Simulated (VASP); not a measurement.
Set up this calculation in VASP 6.6.1, as the native input.

```yaml
Task: single point
Functional: r2SCAN
Potentials_or_basis: VASP PAW PBE potentials, release 64 (Rb_sv, Ba_sv, S)
Cutoff: 520 eV
k_mesh: 6 × 6 × 4
Occupations: gaussian, width 0.02 eV
Spin: no spin polarisation
Dipole_correction: no
Further_INCAR_settings: ALGO = Normal; EDIFF = 1e-07; NBANDS = 28
```

Rb2BaS2:

```
CELL_PARAMETERS angstrom
4.93751 0.00000 0.00000
-2.46876 4.27601 0.00000
0.00000 0.00000 8.62440
ATOMIC_POSITIONS crystal
Rb 0.66667 0.33333 0.36042
Rb 0.33333 0.66667 0.63958
Ba 0.00000 0.00000 0.00000
S 0.66667 0.33333 0.80207
S 0.33333 0.66667 0.19793
```

One way to write it, as run:

POSCAR

```
Rb2BaS2
1.0
    4.9375118257      0.0000000000      0.0000000000
   -2.4687559129      4.2760106726      0.0000000000
    0.0000000000      0.0000000000      8.6244044963
Rb Ba S
2 1 2
Direct
    0.6666666667      0.3333333333      0.3604235188
    0.3333333333      0.6666666667      0.6395764812
    0.0000000000      0.0000000000      0.0000000000
    0.6666666667      0.3333333333      0.8020654664
    0.3333333333      0.6666666667      0.1979345336
```

INCAR.step1

```
SYSTEM = Rb2BaS2
ALGO = Normal
EDIFF = 1E-4
ENCUT = 520
GGA = PE
ISMEAR = 0
LASPH = .TRUE.
LCHARG = .FALSE.
LREAL = .FALSE.
LWAVE = .TRUE.
NBANDS = 28
NELM = 60
PREC = Accurate
SIGMA = 0.02
```

INCAR.step2

```
SYSTEM = Rb2BaS2
ALGO = Normal
EDIFF = 1E-7
ENCUT = 520
ISIF = 2
ISMEAR = 0
ISTART = 1
LASPH = .TRUE.
LCHARG = .FALSE.
LMIXTAU = .TRUE.
LREAL = .FALSE.
LWAVE = .FALSE.
METAGGA = R2SCAN
NBANDS = 28
NELM = 60
PREC = Accurate
SIGMA = 0.02
```

KPOINTS

```
k-points
0
G
  6 6 4
  0 0 0
```

Potentials or basis: VASP PAW PBE potentials, release 64 (Rb_sv, Ba_sv, S).

Launch:

```sh
$ cat potpaw_PBE.64/Rb_sv/POTCAR potpaw_PBE.64/Ba_sv/POTCAR potpaw_PBE.64/S/POTCAR > POTCAR
$ cp INCAR.step1 INCAR
$ mpirun -np 1 vasp_std > vasp.out
$ cp INCAR.step2 INCAR
$ mpirun -np 1 vasp_std > vasp.out
```

It gave:

```yaml
Pressure: -0.1 GPa
Largest_force: 0.070 eV/Å
Band_gap_on_the_k_mesh: 2.67 eV (least direct gap 2.81 eV)
```

Caveat: the PAW data sets were made with another functional, which shifts forces and pressure a little; spin-orbit coupling is left out, which moves the levels of the heavy elements.

Wall time 16 min on 1 thread of Intel Xeon 8259CL, on a shared host, peak memory 0.42 GiB.
